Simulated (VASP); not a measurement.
Input of a VASP 6.6.1 run:

Contents of INCAR:

```
SYSTEM = TaN
PREC = Accurate ; ENCUT = 520
EDIFF = 1E-6 ; ISMEAR = 0
SIGMA = 0.05 ; LREAL = .FALSE.
LASPH = .TRUE. ; NELM = 80
ALGO = Normal ; ISIF = 2
LWAVE = .FALSE. ; LCHARG = .TRUE.
GGA = PE ; IVDW = 12
LELF = .TRUE. ; LVHAR = .TRUE.
NBANDS = 15
```

The input KPOINTS:

```
regular mesh
0
G
  12 12 12
  0 0 0
```

Contents of POSCAR:

```
TaN
1.0
    3.0815710000      0.0000000000      0.0000000000
    1.5407855000      2.6687187696      0.0000000000
    1.5407855000      0.8895729232      2.5160921854
Ta N
1 1
Direct
    0.5000000000      0.5000000000      0.5000000000
    0.0000000000      0.0000000000      0.0000000000
```

Potentials or basis: VASP PAW PBE potentials, release 64 (Ta_pv, N).

Command:

```bash
$ cat potpaw_PBE.64/Ta_pv/POTCAR potpaw_PBE.64/N/POTCAR > POTCAR
$ mpirun -np 1 vasp_std > vasp.out
```

**Question.** Estimate the dispersion energy per atom.

**Answer.** -0.486 eV.

**Question.** Predict the band gap on the k mesh.

**Answer.** Zero (band 8 reaches 11.85 eV, above the bottom of band 9 at 7.68 eV).

Caveat: three body term missing; spin-orbit coupling is left out, which moves the levels of the heavy elements.
